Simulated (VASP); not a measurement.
NbP, 4 atoms in the cell. The structure is tetragonal, space group I4_1md (No. 109). The conventional cell has a = 3.338 Å, b = 3.338 Å, c = 11.464 Å, α = 90.00°, β = 90.00°, γ = 90.00°. Within 3.4 Å of Nb (site symmetry 2mm) lie 6 P at 2.54 to 2.55 Å and 8 Nb at 3.32 to 3.34 Å. P (site symmetry 2mm) has 6 Nb at 2.54 to 2.55 Å and 8 P at 3.32 to 3.34 Å within 3.4 Å. 

```yaml
Program: VASP 6.6.1
Task: single point
Functional: PBE
Potentials_or_basis: VASP PAW PBE potentials, release 64 (Nb_sv, P)
Cutoff: 520 eV
k_mesh: 10 × 10 × 10
Occupations: fermi-dirac, width 0.02 eV
Spin: non-collinear spin, zero start, spin-orbit coupling
Starting_moments: "[[0.0, 0.0, 0.0], [0.0, 0.0, 0.0], [0.0, 0.0, 0.0], [0.0, 0.0, 0.0]] μB"
Dipole_correction: no
Further_INCAR_settings: ALGO = Normal; EDIFF = 1e-07; NBANDS = 50
```

Potentials or basis: VASP PAW PBE potentials, release 64 (Nb_sv, P).

Run with:

```console
$ cat potpaw_PBE.64/Nb_sv/POTCAR potpaw_PBE.64/P/POTCAR > POTCAR
$ mpirun -np 1 vasp_ncl > vasp.out
```

Hardware: 1 thread of Oxide Virtual Turin-like Processor (shared host).

Question: Estimate the wall time of this run.

Answer: Run time: 90 min on 1 thread of Oxide Virtual Turin-like Processor (shared host), peak memory 1.2 GiB. Counts: scf iterations 16, k points 180.
